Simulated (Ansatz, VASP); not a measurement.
## In: VASP beside Ansatz

INCAR

```
PREC = Accurate ; ENCUT = 520
EDIFF = 1E-6 ; ISMEAR = -1
SIGMA = 0.1 ; LREAL = F
LASPH = T ; NELM = 60
ALGO = Normal ; ISIF = 2
LWAVE = F ; LCHARG = F
GGA = B5 ; ALDAX = 1.0
AGGAX = 1.0 ; AGGAC = 1.0
ALDAC = 0.0 ; NBANDS = 12
```

File KPOINTS:

```
Automatic mesh
0
Gamma
  16 16 16
```

POSCAR

```
In
1.0
    3.0796145329      0.0000000000      0.0000000000
    0.0000000000      3.0796145329      0.0000000000
    0.0000000000      0.0000000000      3.0796145329
In
1
Direct
    0.0000000000      0.0000000000      0.0000000000
```

Input for Ansatz:

```yaml
crystal:
  lattice:
    - [3.0796145329, 0.0, 0.0]
    - [0.0, 3.0796145329, 0.0]
    - [0.0, 0.0, 3.0796145329]
  atoms:
    - { symbol: In, position: [0.0, 0.0, 0.0] }
hamiltonian:
  xc: blyp
  pseudopotentials:
    kind: paw
    azcp:
      In: "pseudopotentials/In.paw.azcp"
basis:
  ecutwfc: 420
  fft_grid_basis: typed
kpoints:
  mp_grid: { grid: [16, 16, 16], shift: [0, 0, 0] }
magnetization:
  spin_polarized: false
scf:
  occupations: { method: fermi_dirac, width: 0.1 }
output:
  stress: true
```

Alike in both runs: task single point; functional BLYP; k mesh 16 × 16 × 16; occupations fermi-dirac, width 0.1 eV; no spin polarisation.

```csv
,VASP,Ansatz
version,VASP 6.6.1,Ansatz 0.2.0
potentials or method,"VASP PAW PBE potentials, release 64 (In_d), cutoff 520 eV","plane waves (420 eV) with PAW, scalar-relativistic"
valence electrons in the cell,13,13
```

|  | VASP | Ansatz | Ansatz less VASP |
| --- | --- | --- | --- |
| pressure (GPa) | 3.6 | 3.6 | +0.03 |

VASP's potentials were made for PBE, not for BLYP.
